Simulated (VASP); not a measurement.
# SiNi (Pnma) in VASP: single point with PBEsol

Aim: the single point of SiNi with PBEsol.

Program: VASP 6.6.1. These are calculated values, not measurements. Logs are shortened: lines on timing, memory, paths and dates and some standing lists are left out, and cuts for length are marked.

**1. The cell of the first run**

It takes space group Pnma (No. 62, orthorhombic). Conventional cell: a = 5.088 Å, b = 3.358 Å, c = 5.528 Å, α = 90.00°, β = 90.00°, γ = 90.00°. Si (site symmetry m) has 6 Ni at 2.26 to 2.38 Å and 2 Si at 2.65 Å within 3.0 Å. Within 3.0 Å of Ni (site symmetry m) lie 6 Si at 2.26 to 2.38 Å and 4 Ni at 2.64 to 2.67 Å.

**2. Single point, PBEsol**

INCAR

```
PREC = Accurate
ENCUT = 600
EDIFF = 1E-6
ISMEAR = 0
SIGMA = 0.1
LREAL = F
LASPH = T
NELM = 120
ALGO = Normal
ISIF = 2
LWAVE = F
LCHARG = F
GGA = PS
NBANDS = 38
GGA_COMPAT = F
```

KPOINTS

```
regular mesh
0
Gamma
  7 6 10
```

POSCAR

```
SiNi
1.0
    5.0878282948      0.0000000000      0.0000000000
    0.0000000000      5.5278301827      0.0000000000
    0.0000000000      0.0000000000      3.3577714925
Si Ni
4 4
Direct
    0.6785723350      0.0865554847      0.7500000000
    0.8214276650      0.5865554847      0.2500000000
    0.1785723350      0.4134445153      0.7500000000
    0.3214276650      0.9134445153      0.2500000000
    0.9906992727      0.1873863667      0.2500000000
    0.5093007273      0.6873863667      0.7500000000
    0.4906992727      0.3126136333      0.2500000000
    0.0093007273      0.8126136333      0.7500000000
```

Potentials or basis: VASP PAW PBE potentials, release 64 (Si, Ni).

Run with:

```console
$ cat potpaw_PBE.64/Si/POTCAR potpaw_PBE.64/Ni/POTCAR > POTCAR
$ mpirun -np 1 vasp_std > vasp.out
```

OUTCAR:

```text
PREC = Accurate
   ENCUT = 600
   EDIFF = 1E-6
   ISMEAR = 0
   LREAL = F
   LASPH = T
   NELM = 120
   ISIF = 2
   GGA = PS

 ion  position               nearest neighbor table
   1  0.679  0.087  0.750-   8 2.26   7 2.30   7 2.30   6 2.37   5 2.38   5 2.38   4 2.65   4 2.65
                             3 3.12   3 3.12
   2  0.821  0.587  0.250-   7 2.26   8 2.30   8 2.30   5 2.37   6 2.38   6 2.38   3 2.65   3 2.65
                             4 3.12   4 3.12
   3  0.179  0.413  0.750-   6 2.26   5 2.30   5 2.30   8 2.37   7 2.38   7 2.38   2 2.65   2 2.65
                             1 3.12   1 3.12
   4  0.321  0.913  0.250-   5 2.26   6 2.30   6 2.30   7 2.37   8 2.38   8 2.38   1 2.65   1 2.65
                             2 3.12   2 3.12
   5  0.991  0.187  0.250-   4 2.26   3 2.30   3 2.30   2 2.37   1 2.38   1 2.38   7 2.64   7 2.64
                             8 2.67   8 2.67
   6  0.509  0.687  0.750-   3 2.26   4 2.30   4 2.30   1 2.37   2 2.38   2 2.38   8 2.64   8 2.64
                             7 2.67   7 2.67
   7  0.491  0.313  0.250-   2 2.26   1 2.30   1 2.30   4 2.37   3 2.38   3 2.38   5 2.64   5 2.64
                             6 2.67   6 2.67
   8  0.009  0.813  0.750-   1 2.26   2 2.30   2 2.30   3 2.37   4 2.38   4 2.38   6 2.64   6 2.64
                             5 2.67   5 2.67

  LATTYP: Found a simple orthorhombic cell.
 ALAT       =     3.3577714925
 B/A-ratio  =     1.5152395886
 C/A-ratio  =     1.6462794431

  Lattice vectors:

 A1 = (   0.0000000000,   0.0000000000,   3.3577714925)
 A2 = (   5.0878282948,   0.0000000000,   0.0000000000)
 A3 = (   0.0000000000,   5.5278301827,   0.0000000000)

Analysis of symmetry for initial positions (statically):
=====================================================================
 Subroutine PRICEL returns:
 Original cell was already a primitive cell.

 Routine SETGRP: Setting up the symmetry group for a
 simple orthorhombic supercell.

 Subroutine GETGRP returns: Found  8 space group operations
 (whereof  2 operations were pure point group operations)
 out of a pool of  8 trial point group operations.

The static configuration has the point symmetry S_2 .
 The point group associated with its full space group is D_2h.

Analysis of symmetry for dynamics (positions and initial velocities):
=====================================================================
 Subroutine PRICEL returns:
 Original cell was already a primitive cell.

 Routine SETGRP: Setting up the symmetry group for a
 simple orthorhombic supercell.

 Subroutine GETGRP returns: Found  8 space group operations
 (whereof  2 operations were pure point group operations)
 out of a pool of  8 trial point group operations.

The dynamic configuration has the point symmetry S_2 .
 The point group associated with its full space group is D_2h.

 Subroutine INISYM returns: Found  8 space group operations
 (whereof  2 operations are pure point group operations),
 and found     1 'primitive' translations

----------------------------------------------------------------------------------------

                                     Primitive cell

  volume of cell :      94.4362

  direct lattice vectors                    reciprocal lattice vectors
     5.087828295  0.000000000  0.000000000     0.196547513  0.000000000  0.000000000
     0.000000000  5.527830183  0.000000000     0.000000000  0.180902808  0.000000000
     0.000000000  0.000000000  3.357771492     0.000000000  0.000000000  0.297816573

  length of vectors
     5.087828295  5.527830183  3.357771492     0.196547513  0.180902808  0.297816573

  position of ions in fractional coordinates (direct lattice)
     0.678572335  0.086555485  0.750000000
     0.821427665  0.586555485  0.250000000
     0.178572335  0.413444515  0.750000000
     0.321427665  0.913444515  0.250000000
     0.990699273  0.187386367  0.250000000
     0.509300727  0.687386367  0.750000000
     0.490699273  0.312613633  0.250000000
     0.009300727  0.812613633  0.750000000

  ion indices of the primitive-cell ions
   primitive index   ion index
                 1           1
                 2           2
                 3           3
                 4           4
                 5           5
                 6           6
                 7           7
                 8           8

----------------------------------------------------------------------------------------

 KPOINTS: regular mesh

Automatic generation of k-mesh.
 Grid dimensions read from file:
 generate k-points for:    7    6   10

 Generating k-lattice:

  Cartesian coordinates                     Fractional coordinates (reciprocal lattice)
     0.028078216  0.000000000  0.000000000     0.142857143  0.000000000  0.000000000
     0.000000000  0.030150468  0.000000000     0.000000000  0.166666667  0.000000000
     0.000000000  0.000000000  0.029781657     0.000000000  0.000000000  0.100000000

  Length of vectors
     0.028078216  0.030150468  0.029781657

  Shift w.r.t. Gamma in fractional coordinates (k-lattice)
     0.000000000  0.000000000  0.000000000

 Subroutine IBZKPT returns following result:
 ===========================================

 Found     96 irreducible k-points:

 Following reciprocal coordinates:
            Coordinates               Weight
  0.000000  0.000000  0.000000      1.000000
  0.142857  0.000000  0.000000      2.000000
  0.285714  0.000000  0.000000      2.000000
  0.428571  0.000000  0.000000      2.000000
  0.000000  0.166667  0.000000      2.000000
  0.142857  0.166667  0.000000      4.000000
[... 16 lines left out ...]
  0.285714  0.166667  0.100000      8.000000
  0.428571  0.166667  0.100000      8.000000
 [... further k-points ...]
   k-points           NKPTS =     96   k-points in BZ     NKDIM =     96   number of bands    NBANDS=     38
   number of dos      NEDOS =    301   number of ions     NIONS =      8
   total plane-waves  NPLWV =  56448
   dimension x,y,z NGX =    42 NGY =   48 NGZ =   28
   dimension x,y,z NGXF=    84 NGYF=   96 NGZF=   56
   ions per type =               4   4
   NGX,Y,Z   is equivalent  to a cutoff of  13.72, 14.44, 13.86 a.u.
   NGXF,Y,Z  is equivalent  to a cutoff of  27.45, 28.87, 27.73 a.u.
 SYSTEM =  unknown system
   PREC   = accura    normal or accurate (medium, high low for compatibility)
   ISTART =      0    job   : 0-new  1-cont  2-samecut
   ICHARG =      2    charge: 1-file 2-atom 10-const
   ISPIN  =      1    spin polarized calculation?
   LNONCOLLINEAR =      F non collinear calculations
   LSORBIT =      F    spin-orbit coupling
   LASPH  =      T    aspherical Exc in radial PAW
   ENCUT  =  600.0 eV  44.10 Ry    6.64 a.u.  10.16 11.04  6.71*2*pi/ulx,y,z
   NELM   =    120;   NELMIN=  2; NELMDL= -5     # of ELM steps
   EDIFF  = 0.1E-05   stopping-criterion for ELM
   LREAL  =      F    real-space projection
   EDIFFG = 0.1E-04   stopping-criterion for IOM
   NSW    =      0    number of steps for IOM
   IBRION =     -1    ionic relax: 0-MD 1-quasi-New 2-CG
   NFREE  =      0    steps in history (QN), initial steepest desc. (CG)
   ISIF   =      2    stress and relaxation
   ISYM   =      2    0-nonsym 1-usesym 2-fastsym
   POTIM  = 0.5000    time-step for ionic-motion
   TEBEG  =    0.0;   TEEND  =   0.0 temperature during run
   PSTRESS=    0.0 pullay stress
   NELECT =      56.0000    total number of electrons
   NUPDOWN=      -1.0000    fix difference up-down
   EMIN   =  10.00;   EMAX   =-10.00  energy-range for DOS
   EFERMI =   0.00;   METHOD = LEGACY
   ISMEAR =     0;   SIGMA  =   0.10  broadening in eV -4-tet -1-fermi 0-gaus
   EFERMI_NEDOS =   21; number of points for ismear=-14 and -15
   IALGO  =     38    algorithm
   IMIX   =      4    mixing-type and parameters
     AMIX     =   0.40;   BMIX     =  1.00
     AMIX_MAG =   1.60;   BMIX_MAG =  1.00
  volume/ion in A,a.u.               =      11.80        79.66
  Fermi-wavevector in a.u.,A,eV,Ry     =   1.375386  2.599104 25.737977  1.891688
  Thomas-Fermi vector in A             =   2.500727
   LORBIT       =      0    0 simple, 1 ext, 2 COOP (PROOUT), +10 PAW based schemes
   GGA     = PS    functional components
   LHFCALC =     F    Hartree Fock is set to
   AEXX    =    0.0000 exact exchange contribution
   IVDW    =     0    specifies the selected vdW correction
   LEPSILON=     F    determine dielectric tensor
   LRPA    =     F    only Hartree local field effects (RPA)
 non-spin polarized calculation
 Gauss-broadening in eV      SIGMA  =   0.10
  energy-cutoff  :      600.00
  volume of cell :       94.44
 maximum number of plane-waves:      3178
 NGX is ok and might be reduce to    42
   NGX = 21   NGY = 23   NGZ = 13

 number of electron      56.0000015 magnetization

 Free energy of the ion-electron system (eV)
  ---------------------------------------------------
  ext. energy  EPLUGINS =         0.00000000
  ---------------------------------------------------
  free energy    TOTEN  =       -52.26789727 eV

  energy without entropy =      -52.25692023  energy(sigma->0) =      -52.26240875

 E-fermi :  10.6811     XC(G=0): -12.4543

 val. band max:       10.6636723535   @ k =   0.2857   0.1667   0.0000
 cond. band min:      10.6907891295   @ k =   0.1429   0.3333   0.2000
 fundamental gap:      0.0271167760
 Fermi energy:        10.6810683651

 k-point     1 :       0.0000    0.0000    0.0000
  band No.  band energies     occupation
      1      -2.5147      2.00000
      2       0.9990      2.00000
      3       2.1752      2.00000
      4       2.8454      2.00000
      5       4.0344      2.00000
      6       4.5641      2.00000
[... 30 lines left out ...]
     37      16.9607      0.00000
     38      17.3565      0.00000

 k-point     2 :       0.1429    0.0000    0.0000
  band No.  band energies     occupation
      1      -2.4012      2.00000
      2       0.7538      2.00000
      3       2.2569      2.00000
      4       2.4657      2.00000
      5       4.4064      2.00000
      6       4.7478      2.00000
[... 30 lines left out ...]
     37      17.0203      0.00000
     38      17.0268      0.00000
[... 859 lines left out ...]
     37      16.4642      0.00000
     38      17.0210      0.00000

 k-point    24 :       0.4286    0.1667    0.1000
  band No.  band energies     occupation
      1      -1.2759      2.00000
      2      -0.5784      2.00000
      3       1.8604      2.00000
      4       2.3515      2.00000
      5       4.5069      2.00000
      6       4.8712      2.00000
[... 30 lines left out ...]
     37      16.5268      0.00000
     38      16.7877      0.00000

 [... further k-points ...]
[... 5 lines left out ...]
  --------------------------------------------------------------------------------------
  -------------------------------------------------------------------------------------
  Total        0.7005606     -0.0670135     -0.3234720      0.0000000      0.0000000      0.0000000
  in kB       11.8855157     -1.1369315     -5.4879350      0.0000000      0.0000000      0.0000000
  external PRESSURE =       1.7535497 kB  Pullay stress =       0.0000000 kB

 VOLUME and BASIS-vectors are now :
 -----------------------------------------------------------------------------
  energy-cutoff  :      600.00
  volume of cell :       94.44
      direct lattice vectors                 reciprocal lattice vectors
     5.087828295  0.000000000  0.000000000     0.196547513  0.000000000  0.000000000
     0.000000000  5.527830183  0.000000000     0.000000000  0.180902808  0.000000000
     0.000000000  0.000000000  3.357771492     0.000000000  0.000000000  0.297816573

 POSITION                                       TOTAL-FORCE (eV/Angst)
 -----------------------------------------------------------------------------------
      3.45246      0.47846      2.51833         0.009553     -0.002347     -0.000000
      4.17928      3.24238      0.83944        -0.009553     -0.002347     -0.000000
      0.90855      2.28545      2.51833         0.009553      0.002347     -0.000000
      1.63537      5.04937      0.83944        -0.009553      0.002347     -0.000000
      5.04051      1.03584      0.83944        -0.014671     -0.014831     -0.000000
      2.59123      3.79976      2.51833         0.014671     -0.014831      0.000000
      2.49659      1.72808      0.83944        -0.014671      0.014831     -0.000000
      0.04732      4.49199      2.51833         0.014671      0.014831      0.000000
 -----------------------------------------------------------------------------------
    total drift:                                0.000000      0.000000      0.000000

  FREE ENERGIE OF THE ION-ELECTRON SYSTEM (eV)
  ---------------------------------------------------
  free  energy   TOTEN  =       -52.2678972745 eV

  energy  without entropy=      -52.2569202300  energy(sigma->0) =      -52.26240875
```

Wall time 6.5 min (1 thread of Intel Xeon Platinum 8259CL at 2.50GHz (Skylake/Cascade Lake), shared host); peak memory 0.44 GiB.

What came out:

```
Free energy            : -52.2679 eV
Pressure               : 0.2 GPa
Largest force          : 0.021 eV/Å
Band gap on the k mesh : zero (bands 28 and 29 overlap by 1.97 eV)
```

Forces in eV/Å, atoms in the order of the input:
```
Si   0.010 -0.002  0.000
Si  -0.010 -0.002  0.000
Si   0.010  0.002  0.000
Si  -0.010  0.002  0.000
Ni  -0.015 -0.015  0.000
Ni   0.015 -0.015  0.000
Ni  -0.015  0.015  0.000
Ni   0.015  0.015  0.000
```

Stress tensor (GPa, compression positive):
```
 1.19  0.00  0.00
 0.00 -0.11  0.00
 0.00  0.00 -0.55
```

Levels at points of the mesh, in eV from the Fermi level:
| k point | band 24 | band 25 | band 26 | band 27 | band 28 | band 29 | band 30 | band 31 | band 32 | band 33 |
| --- | --- | --- | --- | --- | --- | --- | --- | --- | --- | --- |
| (0.00, 0.00, 0.00) | -2.02 | -1.79 | -1.28 | -1.14 | -0.92 | 0.68 | 1.40 | 3.36 | 3.85 | 4.02 |
| (0.00, 0.50, 0.00) | -2.13 | -1.40 | -1.40 | -0.19 | -0.19 | 0.87 | 0.87 | 3.38 | 3.38 | 4.46 |
| (0.00, 0.00, 0.50) | -2.20 | -1.97 | -1.97 | -1.43 | -1.43 | -0.59 | -0.59 | 2.08 | 2.08 | 2.63 |
| (0.00, 0.50, 0.50) | -2.08 | -2.05 | -2.05 | -1.72 | -1.72 | 0.20 | 0.20 | 1.40 | 1.40 | 2.43 |

Caveat: the PAW data sets were made with another functional, which shifts forces and pressure a little. Spin polarisation is off, so any magnetic state and its effect on volume and gap are missing.
